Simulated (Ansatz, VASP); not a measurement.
## Two plane-wave programs on Ir

```
CELL_PARAMETERS angstrom
14.00000 0.00000 0.00000
0.00000 14.40000 0.00000
0.00000 0.00000 14.80000
ATOMIC_POSITIONS crystal
Ir 0.50000 0.50000 0.50000
```

Alike in both runs: task single point; functional LDA; k mesh 1 × 1 × 1; occupations fermi-dirac, width 0.01 eV; collinear spin.

|  | VASP | Ansatz |
| --- | --- | --- |
| version | VASP 6.6.1 | Ansatz 0.2.0 |
| potentials or method | VASP PAW LDA potentials, release 64 (Ir), cutoff 400 eV | plane waves (420 eV) with PAW, scalar-relativistic |
| valence electrons in the cell | 9 | 17 |

|  | VASP | Ansatz | Ansatz less VASP |
| --- | --- | --- | --- |
| net moment per atom (μB) | 3.00 | 3.00 | -0.001 |
| size of the moment on the site where the two differ most (μB) | 2.44 | 3.00 | +0.561 |

Ansatz warns that its potentials were made for another functional, while VASP's fit it. LDA's correlation is that of Perdew and Zunger in VASP and of Perdew and Wang (1992) in Ansatz. Site moments also hang on the region over which each program counts them. VASP's potentials hold 9 valence electrons a cell and Ansatz's 17, so a difference there can come from the potentials and not from the codes. Ansatz's warnings: given moment on shells.

Neither program's run includes spin-orbit coupling.
